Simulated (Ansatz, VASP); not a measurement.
Zr2SiO4 in VASP and in Ansatz

File INCAR:

```
SYSTEM = Zr2SiO4
  ALGO = Normal
  DIPOL = 0.5 0.5 0.318
  EDIFF = 1E-6
  ENCUT = 520
  GGA = PE
  GGA_COMPAT = .False.
  IDIPOL = 3
  ISIF = 2
  ISMEAR = 0
  ISPIN = 2
  IVDW = 12
  KPAR = 4
  LASPH = .True.
  LCHARG = .False.
  LDIPOL = .True.
  LMAXMIX = 4
  LORBIT = 11
  LREAL = .False.
  LWAVE = .False.
  MAGMOM = 0 0 0 0 0 0 2
  NBANDS = 39
  NELM = 200
  NELMDL = -8
  PREC = Accurate
  SIGMA = 0.05
```

File KPOINTS:

```
k-points
0
Gamma
  9 9 1
  0 0 0
```

POSCAR

```
Zr2SiO4
1.0
    3.5974414580      0.0000000000      0.0000000000
   -1.7987207290      3.1154756913      0.0000000000
    0.0000000000      0.0000000000     21.3728427344
O Zr Si
4 2 1
Direct
    0.0000000000      0.0000000000      0.1871533913
    0.3333333333      0.6666666667      0.2558690668
    0.6666666667      0.3333333333      0.3197992968
    0.0000000000      0.0000000000      0.3917514782
    0.6666666667      0.3333333333      0.2215112290
    0.3333333333      0.6666666667      0.3546358399
    0.0000000000      0.1666666667      0.4946858434
```

Input for Ansatz:

```yaml
crystal:
  lattice:
    - [3.597441458, 0.0, 0.0]
    - [-1.798720729, 3.1154756913, 0.0]
    - [0.0, 0.0, 21.3728427344]
  atoms:
    - { symbol: O, position: [0.0, 0.0, 0.1871533913] }
    - { symbol: Zr, position: [0.6666666667, 0.3333333333, 0.221511229] }
    - { symbol: O, position: [0.3333333333, 0.6666666667, 0.2558690668] }
    - { symbol: O, position: [0.6666666667, 0.3333333333, 0.3197992968] }
    - { symbol: Zr, position: [0.3333333333, 0.6666666667, 0.3546358399] }
    - { symbol: O, position: [0.0, 0.0, 0.3917514782] }
    - { symbol: Si, position: [0.0, 0.1666666667, 0.4946858434], spin: 2.0 }
basis:
  ecutwfc: 420
kpoints:
  mp_grid: { grid: [9, 9, 1] }
hamiltonian:
  xc: pbe
  pseudopotentials: { kind: paw, azcp: { folder: soft_1 } }
  dispersion: d3bj
scf:
  occupations: { method: gaussian, width: 0.05 }
output:
  forces: true
  eigenvalues: true
  populations: true
magnetization:
  spin_polarized: true
efield:
  axis: 3
  dipole_correction: true
  ramp_width: 0.04
```

Alike in both runs: task single point; functional PBE; dispersion D3(BJ); k mesh 9 × 9 × 1; occupations gaussian, width 0.05 eV; collinear spin.

|  | VASP | Ansatz |
| --- | --- | --- |
| version | VASP 6.6.1 | Ansatz 0.2.0 |
| potentials or method | VASP PAW PBE potentials, release 64 (O, Zr_sv, Si), cutoff 520 eV | scalar-relativistic, plane waves, PAW |
| valence electrons in the cell | 52 | 52 |

```tsv
	VASP	Ansatz	Ansatz less VASP
gap on the k mesh at the Fermi level (eV)	none	none	-
rms of the force components (eV/Å)	0.343	0.332	-0.0109
net moment per atom (μB)	0.03	0.03	0.000
```

A gap of «none» marks a metal or a gap that the smearing closes.
